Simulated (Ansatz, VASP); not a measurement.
Two plane-wave programs on Re

File INCAR:

```
  PREC = Accurate
  ENCUT = 600
  EDIFF = 1E-6
  ISMEAR = 0
  SIGMA = 0.1
  LREAL = F
  LASPH = T
  NELM = 120
  ALGO = Normal
  ISIF = 2
  LWAVE = F
  LCHARG = T
  LELF = T
  LVHAR = T
  NBANDS = 14
  GGA_COMPAT = F
```

Contents of KPOINTS:

```
Automatic mesh
0
Gamma
  9 9 4
```

File POSCAR:

```
Re
1.0
    2.7653363785      0.0000000000      0.0000000000
   -1.3826681893      2.3948515538      0.0000000000
    0.0000000000      0.0000000000      4.4735766300
Re
2
Direct
    0.3333333300      0.6666666700      0.2500000000
    0.6666666700      0.3333333300      0.7500000000
```

Input for Ansatz:

```yaml
crystal:
  lattice:
    - [2.7653363785, 0.0, 0.0]
    - [-1.3826681893, 2.3948515538, 0.0]
    - [0.0, 0.0, 4.47357663]
  atoms:
    - { symbol: Re, position: [0.33333333, 0.66666667, 0.25] }
    - { symbol: Re, position: [0.66666667, 0.33333333, 0.75] }
basis:
  ecutwfc: 420
kpoints:
  mp_grid: { grid: [9, 9, 4] }
hamiltonian:
  xc: lda
scf:
  occupations: { method: gaussian, width: 0.1 }
output:
  forces: true
  stress: true
  eigenvalues: true
```

Alike in both runs: task single point; functional LDA; k mesh 9 × 9 × 4; occupations gaussian, width 0.1 eV; no spin polarisation.

|  | VASP | Ansatz |
| --- | --- | --- |
| version | VASP 6.6.1 | Ansatz 0.2.0 |
| potentials or method | VASP PAW LDA potentials, release 64 (Re), cutoff 600 eV | scalar-relativistic, plane waves, PAW |
| valence electrons in the cell | 14 | 30 |

VASP gave:

```
gap on the k mesh at the Fermi level (eV)                     : none
pressure (GPa)                                                : -11.3
traceless stress, the component that is largest in VASP (GPa) : -1.30
```

What did Ansatz give for the same quantities?

gap on the k mesh at the Fermi level (eV): none; pressure (GPa): -12.6; traceless stress, the component that is largest in VASP (GPa): -1.19.

LDA's correlation is that of Perdew and Zunger in VASP and of Perdew and Wang (1992) in Ansatz. A gap of «none» marks a metal or a gap that the smearing closes. VASP's potentials hold 14 valence electrons a cell and Ansatz's 30, so a difference there can come from the potentials and not from the codes.

Spin-orbit coupling is off throughout.
